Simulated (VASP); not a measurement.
## NiPt2: single point with PBE

NiPt2:

```
Ni Pt
1.0
     2.74785    0.00000    0.00000
    -1.37392    2.37971    0.00000
     0.00000    0.00000    6.57643
Ni Pt
1 2
Cartesian
  0.0000 0.0000 0.0000
  1.3739 0.7932 2.0788
  0.0000 1.5865 4.4976
```

```
Program                : VASP 6.6.1
Task                   : single point
Functional             : PBE
Potentials or basis    : VASP PAW PBE potentials, release 64 (Ni, Pt)
Cutoff                 : 520 eV
k mesh                 : 6 × 6 × 4
Occupations            : gaussian, width 0.1 eV
Spin                   : collinear spin, ferromagnetic start
Starting moments       : [1.0, 0.33, 0.33] μB
Dipole correction      : no
Further INCAR settings : ALGO = Normal; EDIFF = 1e-06; NBANDS = 26
```

```
Pressure                                              : -1.5 GPa
Largest force                                         : 0.029 eV/Å
Net moment                                            : 1.34 μB per cell
Site moments                                          : Ni +0.88; Pt +0.24 μB
Valence electrons inside the program's atomic spheres : Ni 9.12; Pt 9.29
```

Forces in eV/Å, atoms in the order of the input:
```
Ni   0.000  0.000  0.000
Pt   0.000  0.000  0.029
Pt   0.000  0.000 -0.029
```

Stress tensor (GPa, compression positive):
```
-1.63  0.00  0.00
 0.00 -1.63  0.00
 0.00  0.00 -1.25
```

Levels at points of the mesh, in eV from the Fermi level:
Spin up:
```csv
k point,band 12,band 13,band 14,band 15,band 16,band 17,band 18,band 19,band 20,band 21
"(0.00, 0.00, 0.00)",-2.14,-1.39,-1.39,-0.91,-0.91,-0.82,-0.82,10.00,10.72,15.51
"(0.50, 0.00, 0.00)",-0.28,-0.26,0.30,0.42,1.74,2.05,2.66,5.97,6.64,8.94
"(0.00, 0.00, 0.50)",-1.49,-1.49,-1.46,-1.46,-0.26,-0.26,0.05,5.89,14.53,15.11
"(0.50, 0.00, 0.50)",-0.88,-0.41,-0.27,0.32,0.38,1.99,3.40,5.55,8.41,9.77
```
Spin down:
| k point | band 12 | band 13 | band 14 | band 15 | band 16 | band 17 | band 18 | band 19 |
| --- | --- | --- | --- | --- | --- | --- | --- | --- |
| (0.00, 0.00, 0.00) | -1.51 | -0.81 | -0.81 | -0.61 | -0.61 | -0.06 | -0.06 | 10.09 |
| (0.50, 0.00, 0.00) | 0.31 | 0.43 | 0.46 | 0.71 | 2.00 | 2.06 | 2.75 | 6.27 |
| (0.00, 0.00, 0.50) | -1.30 | -1.30 | -0.85 | -0.85 | 0.05 | 0.38 | 0.38 | 6.11 |
| (0.50, 0.00, 0.50) | -0.28 | 0.05 | 0.19 | 0.51 | 0.55 | 2.29 | 3.50 | 5.79 |

It took 88 s on 1 thread of Intel Xeon 8259CL (shared host), peak memory 0.19 GiB.

Caveat: the k points lie up to 0.44 Å⁻¹ apart; spin-orbit coupling is left out, which moves the levels of the heavy elements.
